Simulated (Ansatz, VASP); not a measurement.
Given: the input of a run of Ansatz 0.2.0 on Mo.

input

```
crystal:
  lattice:
    - [-1.5942980787, 1.5942980787, 1.5942980787]
    - [1.5942980787, -1.5942980787, 1.5942980787]
    - [1.5942980787, 1.5942980787, -1.5942980787]
  atoms:
    - { symbol: Mo, position: [0.0, 0.0, 0.0] }
hamiltonian:
  xc: pbe0
  pseudopotentials: { kind: paw }
kpoints:
  mp_grid: { grid: [8, 8, 8] }
scf:
  occupations: { method: fermi_dirac, width: 0.05 }
output:
  forces: true
  stress: true
  eigenvalues: true
```

Q: Translate it to VASP 6.6.1. Potentials there: VASP PAW PBE potentials, release 64 (Mo_sv).

A: As run (the cutoff follows the program's own potentials):

POSCAR

```
Mo
1.0
   -1.5942980787      1.5942980787      1.5942980787
    1.5942980787     -1.5942980787      1.5942980787
    1.5942980787      1.5942980787     -1.5942980787
Mo
1
Direct
    0.0000000000      0.0000000000      0.0000000000
```

Contents of INCAR.step1:

```
ALGO = Normal ; EDIFF = 1E-5
ENCUT = 520 ; GGA = PE
ISIF = 2 ; ISMEAR = -1
LASPH = True ; LCHARG = False
LREAL = False ; LWAVE = True
NBANDS = 13 ; NELM = 100
PREC = Accurate ; SIGMA = 0.05
```

INCAR.step2

```
AEXX = 0.25 ; ALGO = Normal
EDIFF = 1E-6 ; ENCUT = 520
GGA = PE ; ISIF = 2
ISMEAR = -1 ; ISTART = 1
LASPH = True ; LCHARG = False
LHFCALC = True ; LREAL = False
LWAVE = False ; NBANDS = 13
NELM = 100 ; PREC = Accurate
PRECFOCK = Normal ; SIGMA = 0.05
```

The input KPOINTS:

```
k-points
0
Gamma
  8 8 8
```

Potentials or basis: VASP PAW PBE potentials, release 64 (Mo_sv).

The run is started by

```bash
$ cat potpaw_PBE.64/Mo_sv/POTCAR > POTCAR
$ cp INCAR.step1 INCAR
$ mpirun -np 1 vasp_std > vasp.out
$ cp INCAR.step2 INCAR
$ mpirun -np 1 vasp_std > vasp.out
```

Both were run:

|  | VASP | Ansatz | Ansatz less VASP |
| --- | --- | --- | --- |
| gap on the k mesh at the Fermi level (eV) | none | none | - |
| pressure (GPa) | -11.2 | -11.8 | -0.66 |

A gap of «none» marks a metal or a gap that the smearing closes. With one functional, cell and mesh, what is left measures potentials, basis and numerics.
